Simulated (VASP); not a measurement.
A run of VASP 6.6.1 is set up as follows.

INCAR

```
SYSTEM = Sb2Pt
PREC = Accurate
ENCUT = 520
EDIFF = 1E-7
ISMEAR = -1
SIGMA = 0.05
LREAL = .FALSE.
LASPH = .TRUE.
NELM = 80
ALGO = Normal
ISIF = 2
LWAVE = .FALSE.
LCHARG = .FALSE.
GGA = PE
NBANDS = 52
```

KPOINTS

```
Automatic mesh
0
G
  5 5 5
  0 0 0
```

POSCAR

```
Sb2Pt
1.0
    6.4423000000      0.0000000000      0.0000000000
    0.0000000000      6.4423000000      0.0000000000
    0.0000000000      0.0000000000      6.4423000000
Sb Pt
8 4
Direct
    0.3744988013      0.3744988013      0.3744988013
    0.1255011987      0.6255011987      0.8744988013
    0.8744988013      0.1255011987      0.6255011987
    0.6255011987      0.8744988013      0.1255011987
    0.6255011987      0.6255011987      0.6255011987
    0.8744988013      0.3744988013      0.1255011987
    0.1255011987      0.8744988013      0.3744988013
    0.3744988013      0.1255011987      0.8744988013
    0.0000000000      0.0000000000      0.0000000000
    0.5000000000      0.0000000000      0.5000000000
    0.5000000000      0.5000000000      0.0000000000
    0.0000000000      0.5000000000      0.5000000000
```

Potentials or basis: VASP PAW PBE potentials, release 64 (Sb, Pt).

Launch:

```bash
$ cat potpaw_PBE.64/Sb/POTCAR potpaw_PBE.64/Pt/POTCAR > POTCAR
$ mpirun -np 1 vasp_std > vasp.out
```

Problem. What does it give for the largest force?

Solution. 0.040 eV/Å.

Problem. Predict the band gap on the k mesh.

Solution. Zero (bands 40 and 41 overlap by 0.09 eV).

Problem. Predict the pressure.

Solution. 5.7 GPa.

Forces on the atoms (eV/Å):
```
Sb  -0.023 -0.023 -0.023
Sb   0.023  0.023 -0.023
Sb  -0.023  0.023  0.023
Sb   0.023 -0.023  0.023
Sb   0.023  0.023  0.023
Sb  -0.023 -0.023  0.023
Sb   0.023 -0.023 -0.023
Sb  -0.023  0.023 -0.023
Pt   0.000  0.000  0.000
Pt   0.000  0.000  0.000
Pt   0.000  0.000  0.000
Pt   0.000  0.000  0.000
```

Caveat: the cell stands under pressure; spin-orbit coupling is left out, which moves the levels of the heavy elements.
